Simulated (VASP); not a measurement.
# AlRu: relaxation of cell and atoms with PBE

Crystal: AlRu.

```
Al Ru
1.0
     2.99160    0.00000    0.00000
     0.00000    2.99160    0.00000
     0.00000    0.00000    2.99160
Al Ru
1 1
Direct
  0.00000 0.00000 0.00000
  0.50000 0.50000 0.50000
```

```json
{"Program": "VASP 6.6.1", "Task": "relaxation of cell and atoms", "Functional": "PBE", "Potentials or basis": "VASP PAW PBE potentials, release 64 (Al, Ru_pv)", "Cutoff": "600 eV", "k mesh": "11 × 11 × 11", "Occupations": "fermi-dirac, width 0.1 eV", "Spin": "no spin polarisation", "Target pressure": "8 GPa", "Dipole correction": "no", "Further INCAR settings": "ALGO = Normal; EDIFF = 1e-06; IBRION = 2; EDIFFG = -0.01; NSW = 100; ISIF = 3"}
```

The relaxed volume is 13.08 Å³/atom, the relaxed cell is a = 2.969 Å, b = 2.969 Å, c = 2.969 Å, α = 90.00°, β = 90.00°, γ = 90.00° and the space group after relaxing (to 0.05 Å) is Pm-3m (No. 221). The energy change on relaxing (the enthalpy is what falls) is +10.0 meV/atom. The ionic steps are 3 and the pressure after relaxing is 7.9 GPa.

Step by step:
| step | energy change (eV) | largest force (eV/Å) | pressure (GPa) | volume (Å³) |
| --- | --- | --- | --- | --- |
| 1 | 0.0000 | 0.0000 | 2.77 | 26.77 |
| 2 | 0.1058 | 0.0000 | 18.59 | 25.12 |
| 3 | 0.0200 | 0.0000 | 7.94 | 26.17 |

Final structure:
```
Al Ru
1.0
     2.96889    0.00000    0.00000
     0.00000    2.96889    0.00000
     0.00000    0.00000    2.96889
Al Ru
1 1
Direct
  0.00000 0.00000 0.00000
  0.50000 0.50000 0.50000
```

Levels at points of the mesh, in eV from the Fermi level:
```
           k point  band 5  band 6  band 7  band 8  band 9  band 10  band 11  band 12
(0.00, 0.00, 0.00)   -3.70   -3.70    0.18    0.18    0.18     6.19     6.19     6.19
```

Run time: 29 s on 1 thread of Intel Xeon 6975P-C (shared host), peak memory 0.16 GiB.

Caveat: the cell is relaxed towards a set pressure, so the enthalpy falls and the energy may rise.
